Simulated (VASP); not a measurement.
# PbS (Galena) in VASP: notebook

PbS (Galena) is run at these levels: PBEsol; tasks: single point.

All numbers are computed with VASP 6.6.1; they aren't measurements. Logs are shortened: lines on timing, memory, paths and dates and some standing lists are left out, and cuts for length are marked.

## (1) The cell of the first run

The structure is cubic, space group Fm-3m (No. 225). Conventional cell: a = 5.931 Å, b = 5.931 Å, c = 5.931 Å, α = 90.00°, β = 90.00°, γ = 90.00°. Pb (site symmetry m-3m) has 6 S at 2.97 Å within 3.9 Å. S (site symmetry m-3m) has 6 Pb at 2.97 Å within 3.9 Å.

## (2) Single point, PBEsol

File INCAR:

```
PREC     = Accurate       # precision mode
ENCUT    = 520            # plane-wave cutoff, eV
EDIFF    = 1E-6           # SCF threshold, eV
ISMEAR   = -1             # smearing method
SIGMA    = 0.05           # smearing width, eV
LREAL    = F              # projectors in reciprocal space
LASPH    = T              # aspherical terms in the spheres
NELM     = 100            # most SCF steps
ALGO     = Normal         # electronic algorithm
ISIF     = 2              # what is computed and relaxed
LWAVE    = F              # write WAVECAR
LCHARG   = F              # write CHGCAR
GGA      = PS             # functional
NBANDS   = 17             # bands
```

File KPOINTS:

```
regular mesh
0
Gamma
  7 7 7
```

File POSCAR:

```
PbS
1.0
    0.0000000000      2.9657500000      2.9657500000
    2.9657500000      0.0000000000      2.9657500000
    2.9657500000      2.9657500000      0.0000000000
Pb S
1 1
Direct
    0.0000000000      0.0000000000      0.0000000000
    0.5000000000      0.5000000000      0.5000000000
```

Potentials or basis: VASP PAW PBE potentials, release 64 (Pb_d, S).

On the command line:

```
$ cat potpaw_PBE.64/Pb_d/POTCAR potpaw_PBE.64/S/POTCAR > POTCAR
$ mpirun -np 1 vasp_std > vasp.out
```

OUTCAR:

```text
PREC = Accurate
   ENCUT = 520
   EDIFF = 1E-6
   ISMEAR = -1
   LREAL = F
   LASPH = T
   NELM = 100
   ISIF = 2
   GGA = PS

 ion  position               nearest neighbor table
   1  0.000  0.000  0.000-   2 2.97   2 2.97   2 2.97   2 2.97   2 2.97   2 2.97
   2  0.500  0.500  0.500-   1 2.97   1 2.97   1 2.97   1 2.97   1 2.97   1 2.97

  LATTYP: Found a face centered cubic cell.
 ALAT       =     5.9315000000

  Lattice vectors:

 A1 = (   0.0000000000,   2.9657500000,   2.9657500000)
 A2 = (   2.9657500000,   0.0000000000,   2.9657500000)
 A3 = (   2.9657500000,   2.9657500000,   0.0000000000)

Analysis of symmetry for initial positions (statically):
=====================================================================
 Subroutine PRICEL returns:
 Original cell was already a primitive cell.

 Routine SETGRP: Setting up the symmetry group for a
 face centered cubic supercell.

 Subroutine GETGRP returns: Found 48 space group operations
[... 9 lines left out ...]

 Routine SETGRP: Setting up the symmetry group for a
 face centered cubic supercell.

 Subroutine GETGRP returns: Found 48 space group operations
[... 11 lines left out ...]
                                     Primitive cell

  volume of cell :      52.1715

  direct lattice vectors                    reciprocal lattice vectors
     0.000000000  2.965750000  2.965750000    -0.168591419  0.168591419  0.168591419
     2.965750000  0.000000000  2.965750000     0.168591419 -0.168591419  0.168591419
     2.965750000  2.965750000  0.000000000     0.168591419  0.168591419 -0.168591419

  length of vectors
     4.194203873  4.194203873  4.194203873     0.292008903  0.292008903  0.292008903

  position of ions in fractional coordinates (direct lattice)
     0.000000000  0.000000000  0.000000000
     0.500000000  0.500000000  0.500000000

  ion indices of the primitive-cell ions
   primitive index   ion index
                 1           1
                 2           2

----------------------------------------------------------------------------------------

 KPOINTS: regular mesh

Automatic generation of k-mesh.
 Grid dimensions read from file:
 generate k-points for:    7    7    7

 Generating k-lattice:

  Cartesian coordinates                     Fractional coordinates (reciprocal lattice)
    -0.024084488  0.024084488  0.024084488     0.142857143  0.000000000  0.000000000
     0.024084488 -0.024084488  0.024084488     0.000000000  0.142857143  0.000000000
     0.024084488  0.024084488 -0.024084488     0.000000000  0.000000000  0.142857143

  Length of vectors
     0.041715558  0.041715558  0.041715558

  Shift w.r.t. Gamma in fractional coordinates (k-lattice)
     0.000000000  0.000000000  0.000000000

 Subroutine IBZKPT returns following result:
 ===========================================

 Found     20 irreducible k-points:

 Following reciprocal coordinates:
            Coordinates               Weight
  0.000000  0.000000  0.000000      1.000000
  0.142857  0.000000  0.000000      8.000000
  0.285714  0.000000  0.000000      8.000000
  0.428571  0.000000  0.000000      8.000000
  0.142857  0.142857  0.000000      6.000000
  0.285714  0.142857  0.000000     24.000000
[... 12 lines left out ...]
 -0.428571  0.428571  0.142857     24.000000
 -0.285714  0.428571  0.142857     24.000000
   k-points           NKPTS =     20   k-points in BZ     NKDIM =     20   number of bands    NBANDS=     17
   number of dos      NEDOS =    301   number of ions     NIONS =      2
   total plane-waves  NPLWV =  32768
   dimension x,y,z NGX =    32 NGY =   32 NGZ =   32
   dimension x,y,z NGXF=    64 NGYF=   64 NGZF=   64
   ions per type =               1   1
   NGX,Y,Z   is equivalent  to a cutoff of  12.68, 12.68, 12.68 a.u.
   NGXF,Y,Z  is equivalent  to a cutoff of  25.37, 25.37, 25.37 a.u.
 SYSTEM =  unknown system
   PREC   = accura    normal or accurate (medium, high low for compatibility)
   ISTART =      0    job   : 0-new  1-cont  2-samecut
   ICHARG =      2    charge: 1-file 2-atom 10-const
   ISPIN  =      1    spin polarized calculation?
   LNONCOLLINEAR =      F non collinear calculations
   LSORBIT =      F    spin-orbit coupling
   LASPH  =      T    aspherical Exc in radial PAW
   ENCUT  =  520.0 eV  38.22 Ry    6.18 a.u.   7.80  7.80  7.80*2*pi/ulx,y,z
   NELM   =    100;   NELMIN=  2; NELMDL= -5     # of ELM steps
   EDIFF  = 0.1E-05   stopping-criterion for ELM
   LREAL  =      F    real-space projection
   EDIFFG = 0.1E-04   stopping-criterion for IOM
   NSW    =      0    number of steps for IOM
   IBRION =     -1    ionic relax: 0-MD 1-quasi-New 2-CG
   NFREE  =      0    steps in history (QN), initial steepest desc. (CG)
   ISIF   =      2    stress and relaxation
   ISYM   =      2    0-nonsym 1-usesym 2-fastsym
   POTIM  = 0.5000    time-step for ionic-motion
   TEBEG  =    0.0;   TEEND  =   0.0 temperature during run
   PSTRESS=    0.0 pullay stress
   NELECT =      20.0000    total number of electrons
   NUPDOWN=      -1.0000    fix difference up-down
   EMIN   =  10.00;   EMAX   =-10.00  energy-range for DOS
   EFERMI =   0.00;   METHOD = LEGACY
   ISMEAR =    -1;   SIGMA  =   0.05  broadening in eV -4-tet -1-fermi 0-gaus
   EFERMI_NEDOS =   21; number of points for ismear=-14 and -15
   IALGO  =     38    algorithm
   IMIX   =      4    mixing-type and parameters
     AMIX     =   0.40;   BMIX     =  1.00
     AMIX_MAG =   1.60;   BMIX_MAG =  1.00
  volume/ion in A,a.u.               =      26.09       176.04
  Fermi-wavevector in a.u.,A,eV,Ry     =   1.189251  2.247359 19.242973  1.414319
  Thomas-Fermi vector in A             =   2.325363
   LORBIT       =      0    0 simple, 1 ext, 2 COOP (PROOUT), +10 PAW based schemes
   GGA     = PS    functional components
   LHFCALC =     F    Hartree Fock is set to
   AEXX    =    0.0000 exact exchange contribution
   IVDW    =     0    specifies the selected vdW correction
   LEPSILON=     F    determine dielectric tensor
   LRPA    =     F    only Hartree local field effects (RPA)
 non-spin polarized calculation
  energy-cutoff  :      520.00
  volume of cell :       52.17
 maximum number of plane-waves:      1418
   NGX = 15   NGY = 15   NGZ = 15

 number of electron      19.9999998 magnetization

 Free energy of the ion-electron system (eV)
  ---------------------------------------------------
  ext. energy  EPLUGINS =         0.00000000
  ---------------------------------------------------
  free energy    TOTEN  =        -9.45782598 eV

  energy without entropy =       -9.45781989  energy(sigma->0) =       -9.45782294

 E-fermi :   5.8502     XC(G=0):  -9.8884

 val. band max:        5.4008331089   @ k =   0.4286   0.0000   0.0000
 cond. band min:       6.2976911895   @ k =   0.4286   0.0000   0.0000
 fundamental gap:      0.8968580806
 Fermi energy:         5.8502459408

 k-point     1 :       0.0000    0.0000    0.0000
  band No.  band energies     occupation
      1     -11.0567      2.00000
      2     -11.0567      2.00000
      3     -11.0567      2.00000
      4     -11.0435      2.00000
      5     -11.0435      2.00000
      6      -7.9178      2.00000
[... 9 lines left out ...]
     16      12.3311      0.00000
     17      14.1313      0.00000

 k-point     2 :       0.1429    0.0000    0.0000
  band No.  band energies     occupation
      1     -11.0558      2.00000
      2     -11.0546      2.00000
      3     -11.0546      2.00000
      4     -11.0426      2.00000
      5     -11.0426      2.00000
      6      -7.7424      2.00000
[... 9 lines left out ...]
     16      12.8016      0.00000
     17      15.6428      0.00000

 k-point     3 :       0.2857    0.0000    0.0000
  band No.  band energies     occupation
      1     -11.0655      2.00000
      2     -11.0655      2.00000
      3     -11.0544      2.00000
      4     -11.0251      2.00000
      5     -11.0251      2.00000
      6      -7.2689      2.00000
[... 9 lines left out ...]
     16      13.8862      0.00000
     17      17.8446      0.00000

 k-point     4 :       0.4286    0.0000    0.0000
  band No.  band energies     occupation
      1     -11.0758      2.00000
      2     -11.0758      2.00000
      3     -11.0538      2.00000
      4     -11.0094      2.00000
      5     -11.0094      2.00000
      6      -6.7461      2.00000
[... 9 lines left out ...]
     16      15.3636      0.00000
     17      16.6794      0.00000

 k-point     5 :       0.1429    0.1429    0.0000
  band No.  band energies     occupation
      1     -11.0616      2.00000
      2     -11.0606      2.00000
      3     -11.0454      2.00000
      4     -11.0454      2.00000
      5     -11.0385      2.00000
      6      -7.6801      2.00000
[... 9 lines left out ...]
     16      13.7650      0.00000
     17      15.0121      0.00000

 k-point     6 :       0.2857    0.1429    0.0000
  band No.  band energies     occupation
      1     -11.0816      2.00000
      2     -11.0611      2.00000
      3     -11.0485      2.00000
      4     -11.0333      2.00000
      5     -11.0220      2.00000
      6      -7.2966      2.00000
[... 9 lines left out ...]
     16      14.7102      0.00000
     17      16.6030      0.00000

 k-point     7 :       0.4286    0.1429    0.0000
  band No.  band energies     occupation
      1     -11.0958      2.00000
      2     -11.0602      2.00000
      3     -11.0532      2.00000
      4     -11.0231      2.00000
      5     -11.0072      2.00000
      6      -6.7639      2.00000
[... 9 lines left out ...]
     16      15.9334      0.00000
     17      16.7936      0.00000

 k-point     8 :      -0.4286    0.1429    0.0000
  band No.  band energies     occupation
      1     -11.0937      2.00000
      2     -11.0680      2.00000
      3     -11.0478      2.00000
      4     -11.0173      2.00000
      5     -11.0088      2.00000
      6      -6.5493      2.00000
[... 9 lines left out ...]
     16      15.2790      0.00000
     17      16.8251      0.00000
[... 123 lines left out ...]
      1     -11.1915      2.00000
      2     -11.0817      2.00000
      3     -11.0182      2.00000
      4     -10.9972      2.00000
      5     -10.9972      2.00000
      6      -6.3273      2.00000
[... 9 lines left out ...]
     16      17.8307      0.00000
     17      17.9061      0.00000

 k-point    16 :      -0.4286    0.4286    0.0000
  band No.  band energies     occupation
      1     -11.1876      2.00000
      2     -11.0749      2.00000
      3     -11.0240      2.00000
      4     -11.0004      2.00000
      5     -10.9968      2.00000
      6      -6.1997      2.00000
[... 9 lines left out ...]
     16      17.3899      0.00000
     17      17.5798      0.00000

 k-point    17 :       0.4286    0.2857    0.1429
  band No.  band energies     occupation
      1     -11.1068      2.00000
      2     -11.0599      2.00000
      3     -11.0488      2.00000
      4     -11.0199      2.00000
      5     -11.0157      2.00000
      6      -6.8695      2.00000
[... 9 lines left out ...]
     16      15.9513      0.00000
     17      16.3163      0.00000

 k-point    18 :      -0.4286    0.2857    0.1429
  band No.  band energies     occupation
      1     -11.1220      2.00000
      2     -11.0561      2.00000
      3     -11.0449      2.00000
      4     -11.0249      2.00000
      5     -11.0061      2.00000
      6      -6.4381      2.00000
[... 9 lines left out ...]
     16      16.2681      0.00000
     17      17.2758      0.00000

 k-point    19 :      -0.4286    0.4286    0.1429
  band No.  band energies     occupation
      1     -11.1667      2.00000
      2     -11.0662      2.00000
      3     -11.0337      2.00000
      4     -11.0112      2.00000
      5     -10.9973      2.00000
      6      -6.2790      2.00000
[... 9 lines left out ...]
     16      17.2919      0.00000
     17      17.7317      0.00000

 k-point    20 :      -0.2857    0.4286    0.1429
  band No.  band energies     occupation
      1     -11.1519      2.00000
      2     -11.0495      2.00000
      3     -11.0405      2.00000
      4     -11.0299      2.00000
      5     -10.9976      2.00000
      6      -6.2078      2.00000
[... 9 lines left out ...]
     16      17.3832      0.00000
     17      18.0221      0.00000

------------------------ aborting loop because EDIFF is reached ----------------------------------------

  FORCE on cell =-STRESS in cart. coord.  units (eV):
  Direction    XX          YY          ZZ          XY          YZ          ZX
  --------------------------------------------------------------------------------------
  -------------------------------------------------------------------------------------
  Total       -0.3136956     -0.3136956     -0.3136956      0.0000000      0.0000000     -0.0000000
  in kB       -9.6335281     -9.6335281     -9.6335281      0.0000000      0.0000000     -0.0000000
  external PRESSURE =      -9.6335281 kB  Pullay stress =       0.0000000 kB

 VOLUME and BASIS-vectors are now :
 -----------------------------------------------------------------------------
  energy-cutoff  :      520.00
  volume of cell :       52.17
      direct lattice vectors                 reciprocal lattice vectors
     0.000000000  2.965750000  2.965750000    -0.168591419  0.168591419  0.168591419
     2.965750000  0.000000000  2.965750000     0.168591419 -0.168591419  0.168591419
     2.965750000  2.965750000  0.000000000     0.168591419  0.168591419 -0.168591419

 POSITION                                       TOTAL-FORCE (eV/Angst)
 -----------------------------------------------------------------------------------
      0.00000      0.00000      0.00000         0.000000      0.000000      0.000000
      2.96575      2.96575      2.96575         0.000000      0.000000     -0.000000
 -----------------------------------------------------------------------------------
    total drift:                                0.000000     -0.000000     -0.000000

  FREE ENERGIE OF THE ION-ELECTRON SYSTEM (eV)
  ---------------------------------------------------
  free  energy   TOTEN  =        -9.4578259829 eV

  energy  without entropy=       -9.4578198893  energy(sigma->0) =       -9.45782294
```

Wall time 6.5 s (1 thread of Intel Xeon 6975P-C (Granite Rapids), shared host); peak memory 0.17 GiB.

What came out:

```
Free energy : -9.4578 eV
Pressure    : -1.0 GPa
```

Caveat: this odd mesh misses L, where the gap lies, so gap, dielectric constants and Born charges aren't listed; the PAW data sets were made with another functional, which shifts forces and pressure a little; spin-orbit coupling is left out, which moves the levels of the heavy elements.

## (3) Single point, PBEsol

File INCAR:

```
ALGO = Normal ; EDIFF = 1E-7
ENCUT = 520 ; GGA = PS
ISIF = 2 ; ISMEAR = -1
LASPH = True ; LCHARG = False
LREAL = False ; LWAVE = False
NBANDS = 17 ; NELM = 80
PREC = Accurate ; SIGMA = 0.05
```

File KPOINTS:

```
k-points
0
Gamma
  7 7 7
```

File POSCAR:

```
PbS
1.0
   -0.0296575000      2.9657500000      2.9657500000
    2.9657500000     -0.0296575000      2.9657500000
    2.9360925000      2.9360925000      0.0000000000
Pb S
1 1
Direct
    0.0000000000      0.0000000000      0.0000000000
    0.5000000000      0.5000000000      0.5000000000
```

Potentials or basis: VASP PAW PBE potentials, release 64 (Pb_d, S).

On the command line:

```
$ cat potpaw_PBE.64/Pb_d/POTCAR potpaw_PBE.64/S/POTCAR > POTCAR
$ mpirun -np 1 vasp_std > vasp.out
```

It took 19 s on 1 thread of Intel Xeon 6975P-C (Granite Rapids), shared host; peak memory 0.2 GiB.

The run converged. Its results:

```yaml
Free_energy: -9.4566 eV
Pressure: -1.0 GPa
Band_gap_on_the_k_mesh: 0.81 eV, indirect (least direct gap 0.88 eV)
```

Stress tensor (GPa, compression positive):
```
-0.95  0.40  0.00
 0.40 -0.95  0.00
 0.00  0.00 -0.96
```

Levels at points of the mesh, in eV from the valence-band top:
| k point | band 8 | band 9 | band 10 | band 11 | band 12 | band 13 |
| --- | --- | --- | --- | --- | --- | --- |
| (0.00, 0.00, 0.00) | -1.99 | -1.92 | -1.84 | 5.41 | 5.41 | 5.42 |

Caveat: the PAW data sets were made with another functional, which shifts forces and pressure a little; spin-orbit coupling is left out, which moves the levels of the heavy elements. A k mesh can miss the band edges.

## (4) Single point, PBEsol

File INCAR:

```
  PREC = Accurate
  ENCUT = 520
  EDIFF = 1E-6
  ISMEAR = -1
  SIGMA = 0.05
  LREAL = False
  LASPH = True
  NELM = 60
  ALGO = Normal
  ISIF = 2
  LWAVE = False
  LCHARG = False
  GGA = PS
  NBANDS = 17
```

File KPOINTS:

```
Automatic mesh
0
Gamma
  7 7 7
```

File POSCAR:

```
PbS
1.0
   -0.0148287500      2.9657500000      2.9657500000
    2.9657500000     -0.0148287500      2.9657500000
    2.9509212500      2.9509212500      0.0000000000
Pb S
1 1
Direct
    0.0000000000      0.0000000000      0.0000000000
    0.5000000000      0.5000000000      0.5000000000
```

On the command line:

```
$ cat potpaw_PBE.64/Pb_d/POTCAR potpaw_PBE.64/S/POTCAR > POTCAR
$ mpirun -np 1 vasp_std > vasp.out
```

Wall time 17 s (1 thread of Intel Xeon 6975P-C (Granite Rapids), shared host); peak memory 0.2 GiB.

It converged, with:

```
Free energy            : -9.4575 eV
Pressure               : -1.0 GPa
Band gap on the k mesh : 0.85 eV, indirect (least direct gap 0.89 eV)
```

Stress tensor (GPa, compression positive):
```
-0.96  0.20  0.00
 0.20 -0.96  0.00
 0.00  0.00 -0.97
```

Levels at points of the mesh, in eV from the valence-band top:
```csv
k point,band 7,band 8,band 9,band 10,band 11,band 12,band 13,band 14
"(0.00, 0.00, 0.00)",-5.79,-1.94,-1.90,-1.87,5.43,5.43,5.43,6.85
```

Caveat: the PAW data sets were made with another functional, which shifts forces and pressure a little; spin-orbit coupling is left out, which moves the levels of the heavy elements. A k mesh can miss the band edges.

(Continued in part 2 of 2.)
